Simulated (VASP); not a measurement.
Here is a VASP 6.6.1 calculation.

The input INCAR:

```
SYSTEM = Ti
  PREC = Accurate
  ENCUT = 520
  EDIFF = 1E-6
  ISMEAR = -1
  SIGMA = 0.05
  LREAL = .FALSE.
  LASPH = .TRUE.
  NELM = 60
  ALGO = Normal
  ISIF = 2
  LWAVE = .FALSE.
  LCHARG = .TRUE.
  GGA = PS
  LELF = .TRUE.
  LVHAR = .TRUE.
  NBANDS = 19
```

Contents of KPOINTS:

```
Automatic mesh
0
G
  10 10 6
  0 0 0
```

The input POSCAR:

```
Ti
1.0
    2.8897790207      0.0000000000      0.0000000000
   -1.4448895104      2.5026220433      0.0000000000
    0.0000000000      0.0000000000      4.5844629888
Ti
2
Direct
    0.6666666667      0.3333333333      0.7500000000
    0.3333333333      0.6666666667      0.2500000000
```

Potentials or basis: VASP PAW PBE potentials, release 64 (Ti_sv).

Command:

```bash
$ cat potpaw_PBE.64/Ti_sv/POTCAR > POTCAR
$ mpirun -np 1 vasp_std > vasp.out
```

**Question.** What does it give for the band gap on the k mesh?

**Answer.** Zero (band 12 reaches 9.51 eV, above the bottom of band 13 at 8.51 eV).

**Question.** Predict the pressure.

**Answer.** 0.8 GPa.

Stress tensor (GPa, compression positive):
```
1.00 0.00 0.00
0.00 1.00 0.00
0.00 0.00 0.40
```

Caveat: the PAW data sets were made with another functional, which shifts forces and pressure a little.
